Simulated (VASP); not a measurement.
A run of VASP 6.6.1 is set up as follows.

Contents of INCAR:

```
SYSTEM = TaMo2C3
PREC     = Accurate       ! precision mode
ENCUT    = 520            ! plane-wave cutoff, eV
EDIFF    = 1E-8           ! SCF threshold, eV
ISMEAR   = 1              ! smearing method
SIGMA    = 0.15           ! smearing width, eV
LREAL    = .False.        ! projectors in reciprocal space
LASPH    = .True.         ! aspherical terms in the spheres
NELM     = 100            ! most SCF steps
ALGO     = Normal         ! electronic algorithm
ISIF     = 2              ! what is computed and relaxed
LWAVE    = .False.        ! write WAVECAR
LCHARG   = .False.        ! write CHGCAR
GGA      = PE             ! functional
NBANDS   = 34             ! bands
IBRION   = 8              ! ionic algorithm
NSW      = 1              ! ionic steps
KPAR     = 4
```

The input KPOINTS:

```
Automatic mesh
0
Gamma
  12 12 4
  0 0 0
```

File POSCAR:

```
TaMo2C3
1.0
    3.1166360400      0.0000000000      0.0000000000
   -1.5583180200      2.6990859900      0.0000000000
    0.0000000000      0.0000000000      7.6863160000
Ta Mo C
1 2 3
Direct
    0.0000000000      0.0000000000      0.0000000000
    0.3333333300      0.6666666700      0.6692300000
    0.6666666700      0.3333333300      0.3307700000
    0.0000000000      0.0000000000      0.5000000000
    0.3333333300      0.6666666700      0.1679210000
    0.6666666700      0.3333333300      0.8320790000
```

Potentials or basis: VASP PAW PBE potentials, release 64 (Ta_pv, Mo_sv, C).

Launch:

```bash
$ cat potpaw_PBE.64/Ta_pv/POTCAR potpaw_PBE.64/Mo_sv/POTCAR potpaw_PBE.64/C/POTCAR > POTCAR
$ mpirun -np 4 vasp_std > vasp.out
```

Q: What does it give for the highest phonon frequency at Γ?

A: 654 cm⁻¹.

Phonon frequencies in cm⁻¹ (negative: imaginary):
| q point | frequencies |
| --- | --- |
| (0.000, 0.000, 0.000) | 0 0 0 98 98 103 103 162 223 402 402 439 545 545 586 586 630 654 |

Caveat: the cell stands under pressure or tension, which shifts response properties.
